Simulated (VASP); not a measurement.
Here is a VASP 6.6.1 calculation.

INCAR

```
PREC     = Accurate       # precision mode
ENCUT    = 600            # plane-wave cutoff, eV
EDIFF    = 1E-7           # SCF threshold, eV
ISMEAR   = 0              # smearing method
SIGMA    = 0.1            # smearing width, eV
LREAL    = False          # projectors in reciprocal space
LASPH    = True           # aspherical terms in the spheres
NELM     = 60             # most SCF steps
ALGO     = Normal         # electronic algorithm
ISIF     = 3              # what is computed and relaxed
LWAVE    = False          # write WAVECAR
LCHARG   = False          # write CHGCAR
GGA      = PE             # functional
IBRION   = 2              # ionic algorithm
NSW      = 100            # ionic steps
EDIFFG   = -0.01          # ionic threshold
```

The input KPOINTS:

```
Automatic mesh
0
Gamma
  12 12 6
```

The input POSCAR:

```
Sb3Se
1.0
    3.7310558078      0.0000000000      0.0000000000
    0.0000000000      3.7310558078      0.0000000000
    0.0000000000      0.0000000000      7.3894436175
Sb Se
3 1
Direct
    0.5000000000      0.5000000000      0.7571325062
    0.0000000000      0.0000000000      0.5000000000
    0.5000000000      0.5000000000      0.2428674938
    0.0000000000      0.0000000000      0.0000000000
```

Potentials or basis: VASP PAW PBE potentials, release 64 (Sb, Se).

Command:

```bash
$ cat potpaw_PBE.64/Sb/POTCAR potpaw_PBE.64/Se/POTCAR > POTCAR
$ mpirun -np 1 vasp_std > vasp.out
```

(1) Predict the relaxed volume.

(2) Estimate the relaxed cell.

(3) What does it give for the space group after relaxing (to 0.1 Å)?

Results:

(1) 25.54 Å³/atom.

(2) a = 3.707 Å, b = 3.707 Å, c = 7.435 Å, α = 90.00°, β = 90.00°, γ = 90.00°.

(3) P4/mmm (No. 123).

Caveat: the highest band is partly filled, so the run has too few bands.
